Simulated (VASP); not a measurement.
Here is a VASP 6.6.1 calculation.

Contents of INCAR:

```
SYSTEM = Hf
ALGO = Normal
EDIFF = 1E-7
ENCUT = 520
GGA = PE
ISIF = 2
ISMEAR = -1
LASPH = .TRUE.
LCHARG = .FALSE.
LREAL = .FALSE.
LWAVE = .FALSE.
NBANDS = 11
NELM = 80
PREC = Accurate
SIGMA = 0.1
```

KPOINTS

```
k-points
0
G
  19 19 19
  0 0 0
```

Contents of POSCAR:

```
Hf
1.0
   -1.3969316062      1.3969316062      1.3969316062
    1.3969316062     -1.3969316062      1.3969316062
    1.3969316062      1.3969316062     -1.3969316062
Hf
1
Direct
    0.0000000000      0.0000000000      0.0000000000
```

Potentials or basis: VASP PAW PBE potentials, release 64 (Hf_pv).

The run is started by

```console
$ cat potpaw_PBE.64/Hf_pv/POTCAR > POTCAR
$ mpirun -np 1 vasp_std > vasp.out
```

Task: Predict the band gap on the k mesh.

Result: Zero (band 5 reaches 12.25 eV, above the bottom of band 6 at 9.13 eV).

Task: Estimate the pressure.

Result: 246.7 GPa.

Caveat: spin-orbit coupling is left out, which moves the levels of the heavy elements.
